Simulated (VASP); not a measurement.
# Si2Mo (I4/mmm) in VASP: settings compared

Si2Mo is run at these levels: PBE+D4, LDA; tasks: single point.

Everything below comes from runs of VASP 6.6.1. Logs are shortened: lines on timing, memory, paths and dates and some standing lists are left out, and cuts for length are marked.

## (1) The cell of the first run

It takes space group I4/mmm (No. 139, tetragonal). Conventional cell: a = 3.208 Å, b = 3.208 Å, c = 7.846 Å, α = 90.00°, β = 90.00°, γ = 90.00°. Si (site symmetry 4mm) has 9 Si at 2.59 to 3.21 Å and 5 Mo at 2.61 to 2.63 Å within 3.4 Å. Within 3.4 Å of Mo (site symmetry 4/mmm) lie 10 Si at 2.61 to 2.63 Å and 4 Mo at 3.21 Å.

## (2) Single point, PBE+D4 (13.46 Å³/atom)

INCAR

```
  PREC = Accurate
  ENCUT = 520
  EDIFF = 1E-7
  ISMEAR = 0
  SIGMA = 0.05
  LREAL = False
  LASPH = True
  NELM = 80
  ALGO = Normal
  ISIF = 2
  LWAVE = False
  LCHARG = True
  GGA = PE
  IVDW = 13
  LELF = True
  LVHAR = True
  NBANDS = 18
```

KPOINTS

```
regular mesh
0
Gamma
  10 10 10
```

POSCAR

```
Si2Mo
1.0
   -1.6038371359      1.6038371359      3.9230816731
    1.6038371359     -1.6038371359      3.9230816731
    1.6038371359      1.6038371359     -3.9230816731
Si Mo
2 1
Direct
    0.3352095753      0.3352095753      0.0000000000
    0.6647904247      0.6647904247      0.0000000000
    0.0000000000      0.0000000000      0.0000000000
```

Potentials or basis: VASP PAW PBE potentials, release 64 (Si, Mo_sv).

Run with:

```sh
$ cat potpaw_PBE.64/Si/POTCAR potpaw_PBE.64/Mo_sv/POTCAR > POTCAR
$ mpirun -np 1 vasp_std > vasp.out
```

OUTCAR:

```text
PREC = Accurate
   ENCUT = 520
   EDIFF = 1E-7
   ISMEAR = 0
   LREAL = False
   LASPH = True
   NELM = 80
   ISIF = 2
   GGA = PE
   IVDW = 13

 ion  position               nearest neighbor table
   1  0.335  0.335  0.000-   2 2.59   3 2.61   3 2.61   3 2.61   3 2.61   3 2.63   2 2.63   2 2.63
                             2 2.63   2 2.63
   2  0.665  0.665  0.000-   1 2.59   3 2.61   3 2.61   3 2.61   3 2.61   3 2.63   1 2.63   1 2.63
                             1 2.63   1 2.63
   3  0.000  0.000  0.000-   2 2.61   2 2.61   2 2.61   1 2.61   2 2.61   1 2.61   1 2.61   1 2.61
                             1 2.63   2 2.63

  LATTYP: Found a body centered tetragonal cell.
 ALAT       =     3.2076742718
 C/A-ratio  =     2.4460598806

  Lattice vectors:

 A1 = (  -1.6038371359,   1.6038371359,   3.9230816731)
 A2 = (   1.6038371359,  -1.6038371359,   3.9230816731)
 A3 = (   1.6038371359,   1.6038371359,  -3.9230816731)

Analysis of symmetry for initial positions (statically):
=====================================================================
 Subroutine PRICEL returns:
 Original cell was already a primitive cell.

 Routine SETGRP: Setting up the symmetry group for a
 body centered tetragonal supercell.

 Subroutine GETGRP returns: Found 16 space group operations
 (whereof 16 operations were pure point group operations)
 out of a pool of 16 trial point group operations.

The static configuration has the point symmetry D_4h.

Analysis of symmetry for dynamics (positions and initial velocities):
=====================================================================
 Subroutine PRICEL returns:
 Original cell was already a primitive cell.

 Routine SETGRP: Setting up the symmetry group for a
 body centered tetragonal supercell.

 Subroutine GETGRP returns: Found 16 space group operations
 (whereof 16 operations were pure point group operations)
 out of a pool of 16 trial point group operations.

The dynamic configuration has the point symmetry D_4h.

 Subroutine INISYM returns: Found 16 space group operations
 (whereof 16 operations are pure point group operations),
 and found     1 'primitive' translations

----------------------------------------------------------------------------------------

                                     Primitive cell

  volume of cell :      40.3653

  direct lattice vectors                    reciprocal lattice vectors
    -1.603837136  1.603837136  3.923081673     0.000000000  0.311752352  0.127450826
     1.603837136 -1.603837136  3.923081673     0.311752352  0.000000000  0.127450826
[... 90 lines left out ...]
   NSW    =      0    number of steps for IOM
   IBRION =     -1    ionic relax: 0-MD 1-quasi-New 2-CG
   NFREE  =      0    steps in history (QN), initial steepest desc. (CG)
   ISIF   =      2    stress and relaxation
   ISYM   =      2    0-nonsym 1-usesym 2-fastsym
   POTIM  = 0.5000    time-step for ionic-motion
   TEBEG  =    0.0;   TEEND  =   0.0 temperature during run
   PSTRESS=    0.0 pullay stress
   NELECT =      22.0000    total number of electrons
   NUPDOWN=      -1.0000    fix difference up-down
   EMIN   =  10.00;   EMAX   =-10.00  energy-range for DOS
   EFERMI =   0.00;   METHOD = LEGACY
   ISMEAR =     0;   SIGMA  =   0.05  broadening in eV -4-tet -1-fermi 0-gaus
   EFERMI_NEDOS =   21; number of points for ismear=-14 and -15
   IALGO  =     38    algorithm
   IMIX   =      4    mixing-type and parameters
     AMIX     =   0.40;   BMIX     =  1.00
     AMIX_MAG =   1.60;   BMIX_MAG =  1.00
  volume/ion in A,a.u.               =      13.46        90.80
  Fermi-wavevector in a.u.,A,eV,Ry     =   1.337252  2.527039 24.330505  1.788242
  Thomas-Fermi vector in A             =   2.465815
   LORBIT       =      0    0 simple, 1 ext, 2 COOP (PROOUT), +10 PAW based schemes
   GGA     = PE    functional components
   LHFCALC =     F    Hartree Fock is set to
   AEXX    =    0.0000 exact exchange contribution
   IVDW    =    13    specifies the selected vdW correction
   LEPSILON=     F    determine dielectric tensor
   LRPA    =     F    only Hartree local field effects (RPA)
 non-spin polarized calculation
 Gauss-broadening in eV      SIGMA  =   0.05
  energy-cutoff  :      520.00
  volume of cell :       40.37
 maximum number of plane-waves:      1106
 NGX is ok and might be reduce to    36
   NGX = 17   NGY = 17   NGZ = 17

 number of electron      22.0000000 magnetization

 Free energy of the ion-electron system (eV)
  ---------------------------------------------------
  ext. energy  EPLUGINS =         0.00000000
  ---------------------------------------------------
  free energy    TOTEN  =       -23.25827821 eV

  energy without entropy =      -23.25783000  energy(sigma->0) =      -23.25805411

 E-fermi :  12.1275     XC(G=0): -12.4121

 val. band max:       12.1013526525   @ k =  -0.2000  -0.3000   0.2000
 cond. band min:      12.2405760552   @ k =   0.5000   0.5000   0.3000
 fundamental gap:      0.1392234027
 Fermi energy:        12.1275006129

 k-point     1 :       0.0000    0.0000    0.0000
  band No.  band energies     occupation
      1     -48.5089      2.00000
      2     -22.6591      2.00000
      3     -22.5847      2.00000
      4     -22.5847      2.00000
      5      -1.1836      2.00000
      6       5.8427      2.00000
[... 481 lines left out ...]
      5       2.8536      2.00000
      6       3.9238      2.00000
[... 10 lines left out ...]
     17      19.0794      0.00000
     18      21.1301      0.00000

 [... further k-points ...]

------------------------ aborting loop because EDIFF is reached ----------------------------------------

  DFT-D4 for vdW energy calculation

  Edisp (eV):   -1.65281

  FORCE on cell =-STRESS in cart. coord.  units (eV):
  Direction    XX          YY          ZZ          XY          YZ          ZX
  --------------------------------------------------------------------------------------
  -------------------------------------------------------------------------------------
  Total      -1.01005    -1.01005    -1.01297     0.00000    -0.00000     0.00000
  in kB     -40.09090   -40.09090   -40.20673     0.00000    -0.00000     0.00000
  external pressure =      -40.13 kB  Pullay stress =        0.00 kB

 VOLUME and BASIS-vectors are now :
 -----------------------------------------------------------------------------
  energy-cutoff  :      520.00
  volume of cell :       40.37
      direct lattice vectors                 reciprocal lattice vectors
    -1.603837136  1.603837136  3.923081673     0.000000000  0.311752352  0.127450826
     1.603837136 -1.603837136  3.923081673     0.311752352  0.000000000  0.127450826
     1.603837136  1.603837136 -3.923081673     0.311752352  0.311752352  0.000000000

 POSITION                                       TOTAL-FORCE (eV/Angst)
 -----------------------------------------------------------------------------------
      0.00000      0.00000      2.63011        -0.000000     -0.000000     -0.001999
      0.00000      0.00000      5.21605         0.000000      0.000000      0.001999
      0.00000      0.00000      0.00000         0.000000      0.000000     -0.000000
 -----------------------------------------------------------------------------------
    total drift:                                0.000000      0.000000     -0.000000

  FREE ENERGIE OF THE ION-ELECTRON SYSTEM (eV)
  ---------------------------------------------------
  free  energy   TOTEN  =       -24.9110892197 eV

  energy  without entropy=      -24.9106410039  energy(sigma->0) =      -24.91086511
```

OSZICAR:

```text
N       E                     dE             d eps       ncg     rms          rms(c)
DAV:   1     0.119090600692E+03    0.11909E+03   -0.11280E+04  3680   0.116E+03
DAV:   2    -0.210023170256E+02   -0.14009E+03   -0.13742E+03  4402   0.298E+02
DAV:   3    -0.241422405125E+02   -0.31399E+01   -0.31072E+01  4520   0.393E+01
DAV:   4    -0.241606719434E+02   -0.18431E-01   -0.18409E-01  4272   0.326E+00
DAV:   5    -0.241607971264E+02   -0.12518E-03   -0.12518E-03  4308   0.286E-01    0.213E+01
DAV:   6    -0.234208449074E+02    0.73995E+00   -0.57926E+00  3854   0.156E+01    0.466E+00
DAV:   7    -0.232925431979E+02    0.12830E+00   -0.87505E-01  3814   0.561E+00    0.444E+00
DAV:   8    -0.232589758479E+02    0.33567E-01   -0.95230E-02  3976   0.230E+00    0.442E-01
DAV:   9    -0.232583390512E+02    0.63680E-03   -0.19254E-03  4418   0.353E-01    0.247E-01
DAV:  10    -0.232582914440E+02    0.47607E-04   -0.51533E-04  4110   0.189E-01    0.518E-02
DAV:  11    -0.232582805613E+02    0.10883E-04   -0.14887E-04  4054   0.897E-02    0.374E-02
DAV:  12    -0.232582791016E+02    0.14597E-05   -0.20146E-05  3932   0.314E-02    0.851E-03
DAV:  13    -0.232582783681E+02    0.73357E-06   -0.14150E-06  3988   0.973E-03    0.192E-03
DAV:  14    -0.232582782478E+02    0.12026E-06   -0.36869E-08  2100   0.129E-03    0.429E-04
DAV:  15    -0.232582782147E+02    0.33064E-07   -0.89856E-09  1982   0.660E-04
   1 F= -.24911089E+02 E0= -.24910865E+02  d E =-.448216E-03
```

stdout:

```text
POSCAR found type information on POSCAR SiMo
 POSCAR found :  2 types and       3 ions
 scaLAPACK will be used
 LDA part: xc-table for (Slater+PW92), standard interpolation
 POSCAR, INCAR and KPOINTS ok, starting setup
 FFT: planning ... GRIDC
 FFT: planning ... GRID_SOFT
 FFT: planning ... GRID
 WAVECAR not read
 entering main loop
```

Wall time 3.2 min (1 thread of Intel Xeon 8259CL, shared host); peak memory 0.24 GiB.

Results:

```
Free energy                : -24.9111 eV
Pressure                   : -4.0 GPa
Band gap on the k mesh     : zero (bands 11 and 12 overlap by 0.94 eV)
Dispersion energy per atom : -0.551 eV
```

Levels at points of the mesh, in eV from the Fermi level:
```
           k point  band 7  band 8  band 9  band 10  band 11  band 12  band 13  band 14  band 15  band 16
(0.00, 0.00, 0.00)   -3.32   -2.95   -2.53    -2.53     0.44     3.21     3.29     3.57     3.57     4.16
(0.50, 0.00, 0.00)   -4.85   -4.40   -2.49    -2.47    -0.42     2.33     3.17     4.13     4.28     5.56
(0.50, 0.50, 0.00)   -5.54   -5.12   -4.34    -2.95    -1.14     2.38     2.80     3.23     3.43     4.85
(0.50, 0.50, 0.50)   -3.42   -2.09   -0.49    -0.49    -0.41    -0.41     0.58     4.82     5.17     6.13
```

Caveat: the cell stands under tension.

## (3) Single point, LDA (13.59 Å³/atom)

This run uses another cell than the first one, of 13.59 Å³/atom.

INCAR

```
PREC     = Accurate       # precision mode
ENCUT    = 520            # plane-wave cutoff, eV
EDIFF    = 1E-7           # SCF threshold, eV
ISMEAR   = 0              # smearing method
SIGMA    = 0.05           # smearing width, eV
LREAL    = False          # projectors in reciprocal space
LASPH    = True           # aspherical terms in the spheres
NELM     = 100            # most SCF steps
ALGO     = Normal         # electronic algorithm
ISIF     = 2              # what is computed and relaxed
LWAVE    = False          # write WAVECAR
LCHARG   = False          # write CHGCAR
GGA      = CA             # functional
NBANDS   = 18             # bands
```

KPOINTS is that of step 2.

POSCAR

```
Si2Mo
1.0
   -1.6097860348      1.6097860348      3.9322418465
    1.6097860348     -1.6097860348      3.9322418465
    1.6097860348      1.6097860348     -3.9322418465
Si Mo
2 1
Direct
    0.3361061402      0.3361061402      0.0000000000
    0.6638938598      0.6638938598      0.0000000000
    0.0000000000      0.0000000000      0.0000000000
```

Potentials or basis: VASP PAW LDA potentials, release 64 (Si, Mo_sv).

Run with:

```sh
$ cat potpaw_LDA.64/Si/POTCAR potpaw_LDA.64/Mo_sv/POTCAR > POTCAR
$ mpirun -np 1 vasp_std > vasp.out
```

Wall time 2.7 min (1 thread of Intel Xeon 8259CL, shared host); peak memory 0.22 GiB.

It converged, with:

```yaml
Free_energy: -25.7833 eV
Pressure: -7.5 GPa
Largest_force: 0.012 eV/Å
Band_gap_on_the_k_mesh: zero (bands 11 and 12 overlap by 0.88 eV)
```

Forces in eV/Å, atoms in the order of the input:
```
Si   0.000  0.000 -0.012
Si   0.000  0.000  0.012
Mo   0.000  0.000  0.000
```

Levels at points of the mesh, in eV from the Fermi level:
```
           k point  band 8  band 9  band 10  band 11  band 12  band 13  band 14  band 15
(0.00, 0.00, 0.00)   -2.94   -2.47    -2.47     0.43     3.15     3.44     3.49     3.49
(0.50, 0.00, 0.00)   -4.31   -2.48    -2.42    -0.39     2.25     3.18     4.03     4.22
(0.50, 0.50, 0.00)   -5.08   -4.25    -2.89    -1.11     2.30     2.73     3.24     3.46
(0.50, 0.50, 0.50)   -2.02   -0.47    -0.47    -0.36    -0.36     0.57     4.80     4.94
```

Caveat: the cell stands under tension.
